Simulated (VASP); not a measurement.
# Se (R-3) in VASP: single point with PBE

Aim: the single point of Se with PBE.

All numbers are computed with VASP 6.6.1; they aren't measurements. Logs are shortened: lines on timing, memory, paths and dates and some standing lists are left out, and cuts for length are marked.

## (1) The cell of the first run

It takes space group R-3 (No. 148, trigonal). The conventional cell has a = 11.362 Å, b = 11.362 Å, c = 4.518 Å, α = 90.00°, β = 90.00°, γ = 120.00°. Se (site symmetry 1) has 2 Se at 2.37 Å within 3.1 Å.

## (2) Single point, PBE (zz strain of +2 %)

File INCAR:

```
SYSTEM = Se
PREC = Accurate
ENCUT = 520
EDIFF = 1E-7
ISMEAR = -1
SIGMA = 0.01
LREAL = .False.
LASPH = .True.
NELM = 80
ALGO = Normal
ISIF = 2
LWAVE = .False.
LCHARG = .True.
GGA = PE
LELF = .True.
LVHAR = .True.
NBANDS = 27
```

File KPOINTS:

```
Automatic mesh
0
Gamma
  6 6 6
  0 0 0
```

File POSCAR:

```
Se
1.0
    5.6809998619      3.2799267995      1.5058566000
   -5.6809998619      3.2799267995      1.5058566000
    0.0000000000     -6.5598535991      1.5058566000
Se
6
Direct
    0.2806600000      0.1625100000      0.9181800000
    0.9181800000      0.2806600000      0.1625100000
    0.1625100000      0.9181800000      0.2806600000
    0.7193400000      0.8374900000      0.0818200000
    0.0818200000      0.7193400000      0.8374900000
    0.8374900000      0.0818200000      0.7193400000
```

Potentials or basis: VASP PAW PBE potentials, release 64 (Se).

The run is started by

```bash
cat potpaw_PBE.64/Se/POTCAR > POTCAR
mpirun -np 1 vasp_std > vasp.out
```

OUTCAR:

```text
SYSTEM = Se
   PREC = Accurate
   ENCUT = 520
   EDIFF = 1E-7
   ISMEAR = -1
   LREAL = .False.
   LASPH = .True.
   NELM = 80
   ISIF = 2
   GGA = PE

 ion  position               nearest neighbor table
   1  0.281  0.163  0.918-   5 2.37   6 2.37
   2  0.918  0.281  0.163-   4 2.37   6 2.37
   3  0.163  0.918  0.281-   4 2.37   5 2.37
   4  0.719  0.837  0.082-   2 2.37   3 2.37
   5  0.082  0.719  0.837-   1 2.37   3 2.37
   6  0.837  0.082  0.719-   1 2.37   2 2.37

  LATTYP: Found a trigonal (rhomboedric) cell.
 ALAT       =     6.7304742285
 COS(alpha) =    -0.4249125836

  Lattice vectors:

 A1 = (   5.6809998619,   3.2799267995,   1.5058566000)
 A2 = (  -5.6809998619,   3.2799267995,   1.5058566000)
 A3 = (   0.0000000000,  -6.5598535991,   1.5058566000)

Analysis of symmetry for initial positions (statically):
=====================================================================
 Subroutine PRICEL returns:
 Original cell was already a primitive cell.

 Routine SETGRP: Setting up the symmetry group for a
 trigonal (rhombohedral) supercell.

 Subroutine GETGRP returns: Found  6 space group operations
 (whereof  6 operations were pure point group operations)
 out of a pool of 12 trial point group operations.

The static configuration has the point symmetry S_6 .

Analysis of symmetry for dynamics (positions and initial velocities):
=====================================================================
 Subroutine PRICEL returns:
 Original cell was already a primitive cell.

 Routine SETGRP: Setting up the symmetry group for a
 trigonal (rhombohedral) supercell.

 Subroutine GETGRP returns: Found  6 space group operations
 (whereof  6 operations were pure point group operations)
 out of a pool of 12 trial point group operations.

The dynamic configuration has the point symmetry S_6 .

 Subroutine INISYM returns: Found  6 space group operations
 (whereof  6 operations are pure point group operations),
 and found     1 'primitive' translations

----------------------------------------------------------------------------------------

                                     Primitive cell

  volume of cell :     168.3541

[... 93 lines left out ...]
   LASPH  =      T    aspherical Exc in radial PAW
   ENCUT  =  520.0 eV  38.22 Ry    6.18 a.u.  12.51 12.51 12.51*2*pi/ulx,y,z
   NELM   =     80;   NELMIN=  2; NELMDL= -5     # of ELM steps
   EDIFF  = 0.1E-06   stopping-criterion for ELM
   LREAL  =      F    real-space projection
   EDIFFG = 0.1E-05   stopping-criterion for IOM
   NSW    =      0    number of steps for IOM
   IBRION =     -1    ionic relax: 0-MD 1-quasi-New 2-CG
   NFREE  =      0    steps in history (QN), initial steepest desc. (CG)
   ISIF   =      2    stress and relaxation
   ISYM   =      2    0-nonsym 1-usesym 2-fastsym
   POTIM  = 0.5000    time-step for ionic-motion
   TEBEG  =    0.0;   TEEND  =   0.0 temperature during run
   PSTRESS=    0.0 pullay stress
   NELECT =      36.0000    total number of electrons
   NUPDOWN=      -1.0000    fix difference up-down
   EMIN   =  10.00;   EMAX   =-10.00  energy-range for DOS
   EFERMI =   0.00;   METHOD = LEGACY
   ISMEAR =    -1;   SIGMA  =   0.01  broadening in eV -4-tet -1-fermi 0-gaus
   EFERMI_NEDOS =   21; number of points for ismear=-14 and -15
   IALGO  =     38    algorithm
   IMIX   =      4    mixing-type and parameters
     AMIX     =   0.40;   BMIX     =  1.00
     AMIX_MAG =   1.60;   BMIX_MAG =  1.00
  volume/ion in A,a.u.               =      28.06       189.35
  Fermi-wavevector in a.u.,A,eV,Ry     =   0.978966  1.849978 13.039483  0.958375
  Thomas-Fermi vector in A             =   2.109783
   LORBIT       =      0    0 simple, 1 ext, 2 COOP (PROOUT), +10 PAW based schemes
   GGA     = PE    functional components
   LHFCALC =     F    Hartree Fock is set to
   AEXX    =    0.0000 exact exchange contribution
   IVDW    =     0    specifies the selected vdW correction
   LEPSILON=     F    determine dielectric tensor
   LRPA    =     F    only Hartree local field effects (RPA)
 non-spin polarized calculation
  energy-cutoff  :      520.00
  volume of cell :      168.35
 maximum number of plane-waves:      4565
   NGX = 25   NGY = 25   NGZ = 25

 number of electron      35.9999999 magnetization

 Free energy of the ion-electron system (eV)
  ---------------------------------------------------
  ext. energy  EPLUGINS =         0.00000000
  ---------------------------------------------------
  free energy    TOTEN  =       -20.74180450 eV

  energy without entropy =      -20.74180450  energy(sigma->0) =      -20.74180450

 E-fermi :   2.3274     XC(G=0):  -8.6993

 val. band max:        2.1252549739   @ k =   0.5000   0.5000   0.5000
 cond. band min:       3.4150517734   @ k =  -0.1667   0.1667   0.1667
 fundamental gap:      1.2897967995
 Fermi energy:         2.3273606657

 k-point     1 :       0.0000    0.0000    0.0000
  band No.  band energies     occupation
      1     -13.4952      2.00000
      2     -11.7977      2.00000
      3     -11.7977      2.00000
      4      -9.5719      2.00000
      5      -9.5719      2.00000
      6      -7.9515      2.00000
[... 709 lines left out ...]
     26       8.2976      0.00000
     27       8.8243      0.00000

 [... further k-points ...]

------------------------ aborting loop because EDIFF is reached ----------------------------------------

  FORCE on cell =-STRESS in cart. coord.  units (eV):
  Direction    XX          YY          ZZ          XY          YZ          ZX
  --------------------------------------------------------------------------------------
  -------------------------------------------------------------------------------------
  Total        2.3369372      2.3369372      1.9032729      0.0000004     -0.0000000      0.0000000
  in kB       22.2399512     22.2399512     18.1128939      0.0000040     -0.0000000      0.0000000
  external PRESSURE =      20.8642654 kB  Pullay stress =       0.0000000 kB

 VOLUME and BASIS-vectors are now :
 -----------------------------------------------------------------------------
  energy-cutoff  :      520.00
  volume of cell :      168.35
      direct lattice vectors                 reciprocal lattice vectors
     5.680999862  3.279926800  1.505856600     0.088012676  0.050814142  0.221357952
    -5.680999862  3.279926800  1.505856600    -0.088012676  0.050814142  0.221357952
     0.000000000 -6.559853599  1.505856600     0.000000000 -0.101628284  0.221357952

 POSITION                                       TOTAL-FORCE (eV/Angst)
 -----------------------------------------------------------------------------------
      0.67121     -4.56956      2.05000         0.148090      0.291235      0.175501
      3.62175      2.86607      2.05000        -0.326262     -0.017368      0.175501
     -4.29296      1.70350      2.05000         0.178172     -0.273867      0.175501
     -0.67121      4.56956      2.46757        -0.148090     -0.291235     -0.175501
     -3.62175     -2.86607      2.46757         0.326262      0.017368     -0.175501
      4.29296     -1.70350      2.46757        -0.178172      0.273867     -0.175501
 -----------------------------------------------------------------------------------
    total drift:                                0.000000     -0.000000     -0.000000

  FREE ENERGIE OF THE ION-ELECTRON SYSTEM (eV)
  ---------------------------------------------------
  free  energy   TOTEN  =       -20.7418045028 eV

  energy  without entropy=      -20.7418045028  energy(sigma->0) =      -20.74180450
```

It took 3.5 min on 1 thread of Intel Xeon Platinum 8124M at 3.00GHz (Skylake/Cascade Lake), shared host; peak memory 0.4 GiB.

Results:

```yaml
Free_energy: -20.7418 eV
Pressure: 2.1 GPa
Largest_force: 0.371 eV/Å
Band_gap_on_the_k_mesh: 1.29 eV (least direct gap 1.52 eV)
```

Forces on the atoms (eV/Å):
```
Se   0.148  0.291  0.176
Se  -0.326 -0.017  0.176
Se   0.178 -0.274  0.176
Se  -0.148 -0.291 -0.176
Se   0.326  0.017 -0.176
Se  -0.178  0.274 -0.176
```

Caveat: the cell differs from its parent crystal (zz strain of +2 %); this functional lacks dispersion, which holds the molecules together, so the pressure and a relaxed volume are unreliable. A k mesh can miss the band edges.
